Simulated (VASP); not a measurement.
Write the native input for VASP 6.6.1 that does the following.

* Task: single point
* Functional: r2SCAN
* Potentials or basis: VASP PAW PBE potentials, release 64 (Ta_pv, C)
* Cutoff: 520 eV
* k mesh: 9 × 9 × 4
* Occupations: gaussian, width 0.1 eV
* Spin: no spin polarisation
* Dipole correction: no
* Further INCAR settings: ALGO = Normal; EDIFF = 1e-06; NBANDS = 20

Ta2C:

```
Ta C
1.0
     3.10590    0.00000    0.00000
    -1.55295    2.68979    0.00000
     0.00000    0.00000    4.94640
Ta C
2 1
Direct
  0.33333 0.66667 0.25201
  0.66667 0.33333 0.74799
  0.00000 0.00000 0.00000
```

The input as run:

POSCAR

```
Ta2C
1.0
    3.1059007354      0.0000000000      0.0000000000
   -1.5529503677      2.6897889385      0.0000000000
    0.0000000000      0.0000000000      4.9464000000
Ta C
2 1
Direct
    0.3333333333      0.6666666667      0.2520100000
    0.6666666667      0.3333333333      0.7479900000
    0.0000000000      0.0000000000      0.0000000000
```

INCAR.step1

```
SYSTEM = Ta2C
  PREC = Accurate
  ENCUT = 520
  ISMEAR = 0
  SIGMA = 0.1
  LREAL = .FALSE.
  LASPH = .TRUE.
  NELM = 100
  NBANDS = 20
  GGA = PE
  ALGO = Normal
  EDIFF = 1E-4
  LWAVE = .TRUE.
  LCHARG = .FALSE.
```

INCAR.step2

```
SYSTEM = Ta2C
  PREC = Accurate
  ENCUT = 520
  EDIFF = 1E-6
  ISMEAR = 0
  SIGMA = 0.1
  LREAL = .FALSE.
  LASPH = .TRUE.
  NELM = 100
  ALGO = Normal
  ISIF = 2
  LWAVE = .FALSE.
  LCHARG = .FALSE.
  METAGGA = R2SCAN
  LMIXTAU = .TRUE.
  NBANDS = 20
  ISTART = 1
```

KPOINTS

```
Automatic mesh
0
G
  9 9 4
  0 0 0
```

Potentials or basis: VASP PAW PBE potentials, release 64 (Ta_pv, C).

Run with:

```bash
$ cat potpaw_PBE.64/Ta_pv/POTCAR potpaw_PBE.64/C/POTCAR > POTCAR
$ cp INCAR.step1 INCAR
$ mpirun -np 1 vasp_std > vasp.out
$ cp INCAR.step2 INCAR
$ mpirun -np 1 vasp_std > vasp.out
```

It gave:

```yaml
Pressure: 1.9 GPa
Largest_force: 0.276 eV/Å
Band_gap_on_the_k_mesh: zero (band 13 reaches 7.10 eV, above the bottom of band 14 at 6.35 eV)
```

Caveat: the PAW data sets were made with another functional, which shifts forces and pressure a little; spin-orbit coupling is left out, which moves the levels of the heavy elements.

It took 3.6 min on 1 thread of AMD EPYC 7R43 64-Core Processor (Zen 3) (shared host), peak memory 0.14 GiB.
